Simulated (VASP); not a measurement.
ZnSe:

```
CELL_PARAMETERS angstrom
0.00000 2.83242 2.83242
2.78796 0.00000 2.83242
2.78796 2.83242 0.00000
ATOMIC_POSITIONS crystal
Zn 0.00000 0.00000 0.00000
Se 0.25000 0.25000 0.25000
```

This cell differs from its parent crystal: uniaxial x strain -1.6%.

Base run:

| Item | Value |
| --- | --- |
| Program | VASP 6.6.1 |
| Functional | r2SCAN |
| Potentials or basis | VASP PAW PBE potentials, release 64 (Zn, Se) |
| Cutoff | 520 eV |
| k mesh | 8 × 8 × 8 |
| Occupations | gaussian, width 0.01 eV |
| Spin | no spin polarisation |

Its results: band gap on the k mesh 1.90 eV; pressure 1.2 GPa.

The run is repeated on the same cell with these changes: functional from r2SCAN to PBE; occupations from gaussian, width 0.01 eV to fermi-dirac, width 0.02 eV. What comes out?

Band gap on the k mesh 1.32 eV; pressure 3.5 GPa.

Caveats: the PAW data sets were made with another functional, which shifts forces and pressure a little (at least some runs); the cell stands under pressure (at least some runs).

